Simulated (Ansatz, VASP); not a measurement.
## Zr: VASP beside Ansatz

```
CELL_PARAMETERS angstrom
-1.73505 1.73505 1.73505
1.73505 -1.73505 1.73505
1.73505 1.73505 -1.73505
ATOMIC_POSITIONS crystal
Zr 0.00000 0.00000 0.00000
```

Alike in both runs: task single point; functional BLYP; k mesh 14 × 14 × 14; occupations fermi-dirac, width 0.1 eV; no spin polarisation.

|  | VASP | Ansatz |
| --- | --- | --- |
| version | VASP 6.6.1 | Ansatz 0.2.0 |
| potentials or method | VASP PAW PBE potentials, release 64 (Zr_sv), cutoff 520 eV | plane waves (420 eV) with PAW, scalar-relativistic |
| valence electrons in the cell | 12 | 12 |

|  | VASP | Ansatz | Ansatz less VASP |
| --- | --- | --- | --- |
| pressure (GPa) | 13.0 | 12.9 | -0.14 |

VASP's potentials were made for PBE, not for BLYP.
